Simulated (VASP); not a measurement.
The system is AsHF.

```
H As F
1.0
     4.58203    0.00000    0.00000
     0.00000    4.58203    0.00000
     0.00000    0.00000    2.09273
H As F
1 1 1
Direct
  0.00000 0.00000 0.00000
  0.50000 0.50000 0.50000
  0.00000 0.00000 0.50000
```

The cell was built from a structure type or drawn by symmetry, and may not be a known phase.

```yaml
Program: VASP 6.6.1
Task: relaxation of cell and atoms
Functional: PBE
Potentials_or_basis: VASP PAW PBE potentials, release 64 (H, As, F)
Cutoff: 600 eV
k_mesh: 4 × 4 × 8
Occupations: gaussian, width 0.1 eV
Spin: no spin polarisation
```

At the start: pressure 23.4 GPa; volume 14.65 Å³/atom.

How do energy, volume and symmetry change on relaxing?

Over 11 steps the energy falls by 346.2 meV/atom and the volume is 20.60 Å³/atom (+40.6 %); space group P4/mmm (No. 123, to 0.1 Å) before and after.

The path:
| step | energy change (eV) | largest force (eV/Å) | pressure (GPa) | volume (Å³) |
| --- | --- | --- | --- | --- |
| 1 | 0.0000 | 0.0000 | 23.38 | 43.94 |
| 2 | 0.0542 | 0.0000 | -10.99 | 57.99 |
| 3 | -0.9396 | 0.0000 | -0.11 | 50.22 |
| 4 | -0.9492 | 0.0000 | 1.36 | 49.66 |
| 5 | -0.9495 | 0.0000 | 1.72 | 49.53 |
| 6 | -0.9684 | 0.0000 | 1.48 | 50.72 |
| 7 | -1.0095 | 0.0000 | 0.97 | 54.34 |
| 8 | -1.0382 | 0.0000 | 0.29 | 61.97 |
| 9 | -1.0383 | 0.0000 | 0.32 | 61.56 |
| 10 | -1.0294 | 0.0000 | -1.43 | 62.89 |
| 11 | -1.0387 | 0.0000 | 0.00 | 61.80 |

Final structure:
```
H As F
1.0
     5.16067    0.00000    0.00000
     0.00000    5.16067    0.00000
     0.00000    0.00000    2.32035
H As F
1 1 1
Direct
  0.00000 0.00000 0.00000
  0.50000 0.50000 0.50000
  0.00000 0.00000 0.50000
```

Caveat: the k points lie up to 0.34 Å⁻¹ apart in the final cell, too coarse for converged energies and pressures of a metal; the volume moved by over 15 % at a fixed basis, so the end points are rough; an odd number of electrons without spin polarisation forces a metal; a magnetic or distorted state may lie lower.
